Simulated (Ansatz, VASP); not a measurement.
# InB3As4 in VASP and in Ansatz

The input INCAR:

```
  ALGO = Normal
  EDIFF = 1E-7
  ENCUT = 520
  GGA = PE
  ISIF = 2
  ISMEAR = -1
  LASPH = True
  LCHARG = False
  LREAL = False
  LWAVE = False
  NBANDS = 31
  NELM = 80
  PREC = Accurate
  SIGMA = 0.02
```

Contents of KPOINTS:

```
k-points
0
Gamma
  6 6 6
```

The input POSCAR:

```
InB3As4
1.0
    5.1567957722      0.0000000000      0.0000000000
    0.0000000000      5.1567957722      0.0000000000
    0.0000000000      0.0000000000      5.1567957722
B As In
3 4 1
Direct
    0.5000000000      0.0000000000      0.0000000000
    0.0000000000      0.5000000000      0.0000000000
    0.0000000000      0.0000000000      0.5000000000
    0.7735014892      0.2264985108      0.2264985108
    0.2264985108      0.7735014892      0.2264985108
    0.2264985108      0.2264985108      0.7735014892
    0.7735014892      0.7735014892      0.7735014892
    0.5000000000      0.5000000000      0.5000000000
```

Input for Ansatz:

```yaml
crystal:
  lattice:
    - [5.1567957722, 0.0, 0.0]
    - [0.0, 5.1567957722, 0.0]
    - [0.0, 0.0, 5.1567957722]
  atoms:
    - { symbol: B, position: [0.5, 0.0, 0.0] }
    - { symbol: As, position: [0.7735014892, 0.2264985108, 0.2264985108] }
    - { symbol: B, position: [0.0, 0.5, 0.0] }
    - { symbol: As, position: [0.2264985108, 0.7735014892, 0.2264985108] }
    - { symbol: B, position: [0.0, 0.0, 0.5] }
    - { symbol: As, position: [0.2264985108, 0.2264985108, 0.7735014892] }
    - { symbol: In, position: [0.5, 0.5, 0.5] }
    - { symbol: As, position: [0.7735014892, 0.7735014892, 0.7735014892] }
kpoints:
  mp_grid: { grid: [6, 6, 6] }
  band_path:
    path:
      - [[0.0, 0.0, 0.0], [-1.334086887064e-51, 0.5, -3.299022012618e-34], [0.5, 0.5, -6.033942436704e-34], [0.0, 0.0, 0.0], [0.5, 0.5, 0.5], [-1.334086887064e-51, 0.5, -3.299022012618e-34]]
      - [[0.5, 0.5, 0.5], [0.5, 0.5, -6.033942436704e-34]]
    npoints: 10
hamiltonian:
  xc: pbe
scf:
  occupations: { method: fermi_dirac, width: 0.02 }
  n_extra_bands: 6
output:
  forces: true
  stress: true
  eigenvalues: true
  write_density: true
  write_potential: true
  elf: true
  volumetric_format: npy
```

Alike in both runs: task single point; functional PBE; k mesh 6 × 6 × 6; occupations fermi-dirac, width 0.02 eV; no spin polarisation.

|  | VASP | Ansatz |
| --- | --- | --- |
| version | VASP 6.6.1 | Ansatz 0.2.0 |
| potentials or method | VASP PAW PBE potentials, release 64 (B, As, In_d) | plane waves, PAW |
| plane-wave cutoff (eV) | 520 | 420 |
| valence electrons in the cell | 42 | 82 |

```tsv
	VASP	Ansatz	Ansatz less VASP
pressure (GPa)	2.2	2.0	-0.27
rms of the force components (eV/Å)	0.083	0.088	+0.0053
```

The functional is the same, so the differences come from potentials, cutoffs and numerics. VASP's potentials hold 42 valence electrons a cell and Ansatz's 82, so a difference there can come from the potentials and not from the codes.
